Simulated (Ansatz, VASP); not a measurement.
# One calculation of Ni, two programs

```
Ni
1.0
     0.00000    1.73807    1.73807
     1.73807    0.00000    1.73807
     1.73807    1.73807    0.00000
Ni
1
Direct
  0.00000 0.00000 0.00000
```

Alike in both runs: task single point; functional r2SCAN; k mesh 15 × 15 × 15; occupations methfessel-paxton of order 1, width 0.03 eV; collinear spin.

|  | VASP | Ansatz |
| --- | --- | --- |
| version | VASP 6.6.1 | Ansatz 0.2.0 |
| potentials or method | VASP PAW PBE potentials, release 64 (Ni), cutoff 520 eV | plane waves (500 eV) with PAW, scalar-relativistic |
| valence electrons in the cell | 10 | 18 |

VASP gave:

| Quantity | Value |
| --- | --- |
| pressure (GPa) | 0.3 |
| net moment per atom (μB) | 0.68 |
| size of the moment on the site where the two differ most (μB) | 0.70 |

Task: What did Ansatz give for the same quantities?

Result: Pressure (GPa): 0.1; net moment per atom (μB): 0.73; size of the moment on the site where the two differ most (μB): 0.79.

VASP's potentials were made for PBE, not for r2SCAN. Site moments also hang on the region over which each program counts them. VASP's potentials hold 10 valence electrons a cell and Ansatz's 18, so a difference there can come from the potentials and not from the codes. Ansatz's warnings: stability check not made.
